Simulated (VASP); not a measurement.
# SiO2 (P4_2/mnm) in VASP: a series of runs

SiO2 is run at these levels: PBE; tasks: single point.

All numbers are computed with VASP 6.6.1; they aren't measurements. Logs are shortened: lines on timing, memory, paths and dates and some standing lists are left out, and cuts for length are marked.

**1. The cell of the first run**

The structure is tetragonal, space group P4_2/mnm (No. 136). Conventional cell: a = 4.180 Å, b = 4.180 Å, c = 2.588 Å, α = 90.00°, β = 90.00°, γ = 90.00°. Si (site symmetry mmm) has 6 O at 1.73 to 1.81 Å within 2.3 Å. O (site symmetry m2m) has 3 Si at 1.73 to 1.81 Å and 1 O at 2.29 Å within 2.3 Å.

**2. Single point, PBE (zz strain of -3 %)**

Input file INCAR:

```
SYSTEM = SiO2
  PREC = Accurate
  ENCUT = 520
  EDIFF = 1E-6
  ISMEAR = -1
  SIGMA = 0.03
  LREAL = .False.
  LASPH = .True.
  NELM = 80
  ALGO = Normal
  ISIF = 2
  LWAVE = .False.
  LCHARG = .False.
  GGA = PE
  NBANDS = 25
```

Input file KPOINTS:

```
Automatic mesh
0
Gamma
  6 6 9
  0 0 0
```

Input file POSCAR:

```
SiO2
1.0
    4.1801000000      0.0000000000      0.0000000000
    0.0000000000      4.1801000000      0.0000000000
    0.0000000000      0.0000000000      2.5877660000
Si O
2 4
Direct
    0.0000000000      0.0000000000      0.0000000000
    0.5000000000      0.5000000000      0.5000000000
    0.3067000000      0.3067000000      0.0000000000
    0.1933000000      0.8067000000      0.5000000000
    0.6933000000      0.6933000000      0.0000000000
    0.8067000000      0.1933000000      0.5000000000
```

Potentials or basis: VASP PAW PBE potentials, release 64 (Si, O).

On the command line:

```
cat potpaw_PBE.64/Si/POTCAR potpaw_PBE.64/O/POTCAR > POTCAR
mpirun -np 1 vasp_std > vasp.out
```

OUTCAR:

```text
SYSTEM = SiO2
   PREC = Accurate
   ENCUT = 520
   EDIFF = 1E-6
   ISMEAR = -1
   LREAL = .False.
   LASPH = .True.
   NELM = 80
   ISIF = 2
   GGA = PE

 ion  position               nearest neighbor table
   1  0.000  0.000  0.000-   4 1.73   6 1.73   4 1.73   6 1.73   5 1.81   3 1.81
   2  0.500  0.500  0.500-   3 1.73   5 1.73   3 1.73   5 1.73   4 1.81   6 1.81
   3  0.307  0.307  0.000-   2 1.73   2 1.73   1 1.81
   4  0.193  0.807  0.500-   1 1.73   1 1.73   2 1.81
   5  0.693  0.693  0.000-   2 1.73   2 1.73   1 1.81
   6  0.807  0.193  0.500-   1 1.73   1 1.73   2 1.81

  LATTYP: Found a simple tetragonal cell.
 ALAT       =     4.1801000000
 C/A-ratio  =     0.6190679649

  Lattice vectors:

 A1 = (   4.1801000000,   0.0000000000,   0.0000000000)
 A2 = (   0.0000000000,   4.1801000000,   0.0000000000)
 A3 = (   0.0000000000,   0.0000000000,   2.5877660000)

Analysis of symmetry for initial positions (statically):
=====================================================================
 Subroutine PRICEL returns:
 Original cell was already a primitive cell.

 Routine SETGRP: Setting up the symmetry group for a
 simple tetragonal supercell.

 Subroutine GETGRP returns: Found 16 space group operations
 (whereof  8 operations were pure point group operations)
 out of a pool of 16 trial point group operations.

The static configuration has the point symmetry D_2h.
 The point group associated with its full space group is D_4h.

Analysis of symmetry for dynamics (positions and initial velocities):
=====================================================================
 Subroutine PRICEL returns:
 Original cell was already a primitive cell.

 Routine SETGRP: Setting up the symmetry group for a
 simple tetragonal supercell.

 Subroutine GETGRP returns: Found 16 space group operations
 (whereof  8 operations were pure point group operations)
 out of a pool of 16 trial point group operations.

The dynamic configuration has the point symmetry D_2h.
 The point group associated with its full space group is D_4h.

 Subroutine INISYM returns: Found 16 space group operations
 (whereof  8 operations are pure point group operations),
 and found     1 'primitive' translations

----------------------------------------------------------------------------------------

                                     Primitive cell

  volume of cell :      45.2166

  direct lattice vectors                    reciprocal lattice vectors
     4.180100000  0.000000000  0.000000000     0.239228727  0.000000000  0.000000000
     0.000000000  4.180100000  0.000000000     0.000000000  0.239228727  0.000000000
     0.000000000  0.000000000  2.587766000     0.000000000  0.000000000  0.386433704

  length of vectors
     4.180100000  4.180100000  2.587766000     0.239228727  0.239228727  0.386433704

  position of ions in fractional coordinates (direct lattice)
     0.000000000  0.000000000  0.000000000
     0.500000000  0.500000000  0.500000000
     0.306700000  0.306700000  0.000000000
     0.193300000  0.806700000  0.500000000
     0.693300000  0.693300000  0.000000000
     0.806700000  0.193300000  0.500000000

  ion indices of the primitive-cell ions
   primitive index   ion index
                 1           1
                 2           2
                 3           3
                 4           4
                 5           5
                 6           6

----------------------------------------------------------------------------------------

 KPOINTS: Automatic mesh

Automatic generation of k-mesh.
 Grid dimensions read from file:
 generate k-points for:    6    6    9

 Generating k-lattice:

  Cartesian coordinates                     Fractional coordinates (reciprocal lattice)
     0.039871454  0.000000000  0.000000000     0.166666667  0.000000000  0.000000000
     0.000000000  0.039871454  0.000000000     0.000000000  0.166666667  0.000000000
     0.000000000  0.000000000  0.042937078     0.000000000  0.000000000  0.111111111

  Length of vectors
     0.039871454  0.039871454  0.042937078

  Shift w.r.t. Gamma in fractional coordinates (k-lattice)
     0.000000000  0.000000000  0.000000000

 Subroutine IBZKPT returns following result:
 ===========================================

 Found     50 irreducible k-points:

 Following reciprocal coordinates:
            Coordinates               Weight
  0.000000  0.000000  0.000000      1.000000
  0.166667  0.000000  0.000000      4.000000
  0.333333  0.000000  0.000000      4.000000
  0.500000  0.000000  0.000000      2.000000
  0.166667  0.166667  0.000000      4.000000
  0.333333  0.166667  0.000000      8.000000
[... 16 lines left out ...]
  0.333333  0.000000  0.222222      8.000000
  0.500000  0.000000  0.222222      4.000000
 [... further k-points ...]
   k-points           NKPTS =     50   k-points in BZ     NKDIM =     50   number of bands    NBANDS=     25
   number of dos      NEDOS =    301   number of ions     NIONS =      6
   total plane-waves  NPLWV =  20480
   dimension x,y,z NGX =    32 NGY =   32 NGZ =   20
   dimension x,y,z NGXF=    64 NGYF=   64 NGZF=   40
   ions per type =               2   4
   NGX,Y,Z   is equivalent  to a cutoff of  12.73, 12.73, 12.85 a.u.
   NGXF,Y,Z  is equivalent  to a cutoff of  25.45, 25.45, 25.70 a.u.
 SYSTEM =  SiO2
   PREC   = accura    normal or accurate (medium, high low for compatibility)
   ISTART =      0    job   : 0-new  1-cont  2-samecut
   ICHARG =      2    charge: 1-file 2-atom 10-const
   ISPIN  =      1    spin polarized calculation?
   LNONCOLLINEAR =      F non collinear calculations
   LSORBIT =      F    spin-orbit coupling
   LASPH  =      T    aspherical Exc in radial PAW
   ENCUT  =  520.0 eV  38.22 Ry    6.18 a.u.   7.77  7.77  4.81*2*pi/ulx,y,z
   NELM   =     80;   NELMIN=  2; NELMDL= -5     # of ELM steps
   EDIFF  = 0.1E-05   stopping-criterion for ELM
   LREAL  =      F    real-space projection
   EDIFFG = 0.1E-04   stopping-criterion for IOM
   NSW    =      0    number of steps for IOM
   IBRION =     -1    ionic relax: 0-MD 1-quasi-New 2-CG
   NFREE  =      0    steps in history (QN), initial steepest desc. (CG)
   ISIF   =      2    stress and relaxation
   ISYM   =      2    0-nonsym 1-usesym 2-fastsym
   POTIM  = 0.5000    time-step for ionic-motion
   TEBEG  =    0.0;   TEEND  =   0.0 temperature during run
   PSTRESS=    0.0 pullay stress
   NELECT =      32.0000    total number of electrons
   NUPDOWN=      -1.0000    fix difference up-down
   EMIN   =  10.00;   EMAX   =-10.00  energy-range for DOS
   EFERMI =   0.00;   METHOD = LEGACY
   ISMEAR =    -1;   SIGMA  =   0.03  broadening in eV -4-tet -1-fermi 0-gaus
   EFERMI_NEDOS =   21; number of points for ismear=-14 and -15
   IALGO  =     38    algorithm
   IMIX   =      4    mixing-type and parameters
     AMIX     =   0.40;   BMIX     =  1.00
     AMIX_MAG =   1.60;   BMIX_MAG =  1.00
  volume/ion in A,a.u.               =       7.54        50.86
  Fermi-wavevector in a.u.,A,eV,Ry     =   1.458899  2.756920 28.958473  2.128388
  Thomas-Fermi vector in A             =   2.575530
   LORBIT       =      0    0 simple, 1 ext, 2 COOP (PROOUT), +10 PAW based schemes
   GGA     = PE    functional components
   LHFCALC =     F    Hartree Fock is set to
   AEXX    =    0.0000 exact exchange contribution
   IVDW    =     0    specifies the selected vdW correction
   LEPSILON=     F    determine dielectric tensor
   LRPA    =     F    only Hartree local field effects (RPA)
 non-spin polarized calculation
  energy-cutoff  :      520.00
  volume of cell :       45.22
 maximum number of plane-waves:      1233
 NGX is ok and might be reduce to    32
   NGX = 15   NGY = 15   NGZ =  9

 number of electron      32.0000010 magnetization

 Free energy of the ion-electron system (eV)
  ---------------------------------------------------
  ext. energy  EPLUGINS =         0.00000000
  ---------------------------------------------------
  free energy    TOTEN  =       -46.04408473 eV

  energy without entropy =      -46.04408473  energy(sigma->0) =      -46.04408473

 E-fermi :   9.1333     XC(G=0): -12.4096

 val. band max:        8.5840260257   @ k =   0.0000   0.0000   0.0000
 cond. band min:      14.8664721956   @ k =   0.0000   0.0000   0.0000
 fundamental gap:      6.2824461698
 Fermi energy:         9.1332622152

 k-point     1 :       0.0000    0.0000    0.0000
  band No.  band energies     occupation
      1     -14.3211      2.00000
      2     -10.5885      2.00000
      3     -10.5885      2.00000
      4     -10.4504      2.00000
      5      -2.4113      2.00000
      6       1.8623      2.00000
[... 17 lines left out ...]
     24      22.9990      0.00000
     25      24.7100      0.00000

 k-point     2 :       0.1667    0.0000    0.0000
  band No.  band energies     occupation
      1     -14.1752      2.00000
      2     -11.3159      2.00000
      3     -10.5139      2.00000
      4     -10.0266      2.00000
      5      -2.2454      2.00000
      6       1.1185      2.00000
[... 17 lines left out ...]
     24      22.4141      0.00000
     25      24.4749      0.00000

 k-point     3 :       0.3333    0.0000    0.0000
  band No.  band energies     occupation
      1     -13.7478      2.00000
      2     -12.2238      2.00000
      3     -10.3140      2.00000
      4      -9.9130      2.00000
      5      -1.7663      2.00000
      6      -0.0043      2.00000
[... 17 lines left out ...]
     24      22.7132      0.00000
     25      23.9856      0.00000

 k-point     4 :       0.5000    0.0000    0.0000
  band No.  band energies     occupation
      1     -13.0742      2.00000
      2     -13.0742      2.00000
      3     -10.0669      2.00000
      4     -10.0669      2.00000
      5      -1.0042      2.00000
      6      -1.0042      2.00000
[... 17 lines left out ...]
     24      23.0067      0.00000
     25      23.7004      0.00000

 k-point     5 :       0.1667    0.1667    0.0000
  band No.  band energies     occupation
      1     -14.0328      2.00000
      2     -11.5170      2.00000
      3     -10.6841      2.00000
      4      -9.9119      2.00000
      5      -2.0446      2.00000
      6       1.0824      2.00000
[... 17 lines left out ...]
     24      22.1601      0.00000
     25      24.4951      0.00000

 k-point     6 :       0.3333    0.1667    0.0000
  band No.  band energies     occupation
      1     -13.6188      2.00000
      2     -12.1968      2.00000
      3     -10.5719      2.00000
      4      -9.9852      2.00000
      5      -1.4925      2.00000
      6       0.2703      2.00000
[... 17 lines left out ...]
     24      22.4769      0.00000
     25      23.9751      0.00000
[... 393 lines left out ...]
 k-point    21 :       0.0000    0.0000    0.2222
  band No.  band energies     occupation
      1     -13.6286      2.00000
      2     -10.3572      2.00000
      3     -10.2291      2.00000
      4     -10.2291      2.00000
      5      -2.1583      2.00000
      6       1.8782      2.00000
[... 17 lines left out ...]
     24      22.9384      0.00000
     25      23.3313      0.00000

 k-point    22 :       0.1667    0.0000    0.2222
  band No.  band energies     occupation
      1     -13.4923      2.00000
      2     -10.9413      2.00000
      3     -10.1754      2.00000
      4      -9.9047      2.00000
      5      -1.9084      2.00000
      6       1.3466      2.00000
[... 17 lines left out ...]
     24      22.7465      0.00000
     25      22.9775      0.00000

 k-point    23 :       0.3333    0.0000    0.2222
  band No.  band energies     occupation
      1     -13.0960      2.00000
      2     -11.7202      2.00000
      3     -10.0362      2.00000
      4      -9.7951      2.00000
      5      -1.2682      2.00000
      6       0.4536      2.00000
[... 17 lines left out ...]
     24      21.8146      0.00000
     25      22.9020      0.00000

 k-point    24 :       0.5000    0.0000    0.2222
  band No.  band energies     occupation
      1     -12.4798      2.00000
      2     -12.4798      2.00000
      3      -9.8761      2.00000
      4      -9.8761      2.00000
      5      -0.4451      2.00000
      6      -0.4451      2.00000
[... 17 lines left out ...]
     24      21.8176      0.00000
     25      22.8497      0.00000

 [... further k-points ...]
[... 5 lines left out ...]
  --------------------------------------------------------------------------------------
  -------------------------------------------------------------------------------------
  Total        4.9183299      4.9183299     10.5777997      0.0000000      0.0000000      0.0000000
  in kB      174.2729144    174.2729144    374.8068999      0.0000000      0.0000000      0.0000000
  external PRESSURE =     241.1175762 kB  Pullay stress =       0.0000000 kB

 VOLUME and BASIS-vectors are now :
 -----------------------------------------------------------------------------
  energy-cutoff  :      520.00
  volume of cell :       45.22
      direct lattice vectors                 reciprocal lattice vectors
     4.180100000  0.000000000  0.000000000     0.239228727  0.000000000  0.000000000
     0.000000000  4.180100000  0.000000000     0.000000000  0.239228727  0.000000000
     0.000000000  0.000000000  2.587766000     0.000000000  0.000000000  0.386433704

 POSITION                                       TOTAL-FORCE (eV/Angst)
 -----------------------------------------------------------------------------------
      0.00000      0.00000      0.00000        -0.000000     -0.000000     -0.000000
      2.09005      2.09005      1.29388        -0.000000     -0.000000     -0.000000
      1.28204      1.28204      0.00000        -0.242015     -0.242015      0.000000
      0.80801      3.37209      1.29388         0.242015     -0.242015     -0.000000
      2.89806      2.89806      0.00000         0.242015      0.242015     -0.000000
      3.37209      0.80801      1.29388        -0.242015      0.242015     -0.000000
 -----------------------------------------------------------------------------------
    total drift:                                0.000000      0.000000     -0.000000

  FREE ENERGIE OF THE ION-ELECTRON SYSTEM (eV)
  ---------------------------------------------------
  free  energy   TOTEN  =       -46.0440847286 eV

  energy  without entropy=      -46.0440847286  energy(sigma->0) =      -46.04408473
```

Wall time 29 s (1 thread of Intel Xeon 6975P-C, shared host); peak memory 0.18 GiB.

What came out:

* Free energy: -46.0441 eV
* Pressure: 24.1 GPa
* Largest force: 0.342 eV/Å
* Band gap on the k mesh: 6.28 eV, direct

Forces on the atoms (eV/Å):
```
Si   0.000  0.000  0.000
Si   0.000  0.000  0.000
O   -0.242 -0.242  0.000
O    0.242 -0.242  0.000
O    0.242  0.242  0.000
O   -0.242  0.242  0.000
```

Stress tensor (GPa, compression positive):
```
17.43  0.00  0.00
 0.00 17.43  0.00
 0.00  0.00 37.48
```

Caveat: the cell differs from its parent crystal (zz strain of -3 %). A k mesh can miss the band edges.

**3. Single point, PBE (zz strain of -1 %)**

Input file INCAR:

```
SYSTEM = SiO2
ALGO = Normal ; EDIFF = 1E-7
ENCUT = 520 ; GGA = PE
ISIF = 2 ; ISMEAR = -1
LASPH = .True. ; LCHARG = .False.
LREAL = .False. ; LWAVE = .False.
NBANDS = 25 ; NELM = 60
PREC = Accurate ; SIGMA = 0.03
```

Input file KPOINTS:

```
k-points
0
Gamma
  6 6 9
  0 0 0
```

POSCAR: that of step 2 with these lines changed.

```diff
@@ -4,3 +4,3 @@
     0.0000000000      4.1801000000      0.0000000000
-    0.0000000000      0.0000000000      2.5877660000
+    0.0000000000      0.0000000000      2.6411220000
 Si O
```

Potentials or basis: VASP PAW PBE potentials, release 64 (Si, O).

On the command line:

```
cat potpaw_PBE.64/Si/POTCAR potpaw_PBE.64/O/POTCAR > POTCAR
mpirun -np 1 vasp_std > vasp.out
```

Wall time 29 s (1 thread of Intel Xeon 6975P-C, shared host); peak memory 0.18 GiB.

The run converged. Its results:

```
Free energy            : -46.2118 eV
Pressure               : 15.1 GPa
Largest force          : 0.267 eV/Å
Band gap on the k mesh : 5.84 eV, direct
```

Forces in eV/Å, atoms in the order of the input:
```
Si   0.000  0.000  0.000
Si   0.000  0.000  0.000
O   -0.189 -0.189  0.000
O    0.189 -0.189  0.000
O    0.189  0.189  0.000
O   -0.189  0.189  0.000
```

Stress tensor (GPa, compression positive):
```
12.75  0.00  0.00
 0.00 12.75  0.00
 0.00  0.00 19.83
```

Levels at points of the mesh, in eV from the valence-band top:
```tsv
k point	band 13	band 14	band 15	band 16	band 17	band 18	band 19	band 20
(0.00, 0.00, 0.00)	-2.51	-0.88	-0.88	0.00	5.84	6.89	8.75	8.75
(0.50, 0.00, 0.00)	-2.68	-2.68	-1.09	-1.09	7.96	7.96	9.30	9.30
(0.50, 0.50, 0.00)	-2.63	-2.63	-2.33	-2.33	7.62	7.62	10.27	10.27
```

Caveat: the cell differs from its parent crystal (zz strain of -1 %). A k mesh can miss the band edges.

(Continued in part 2 of 2.)
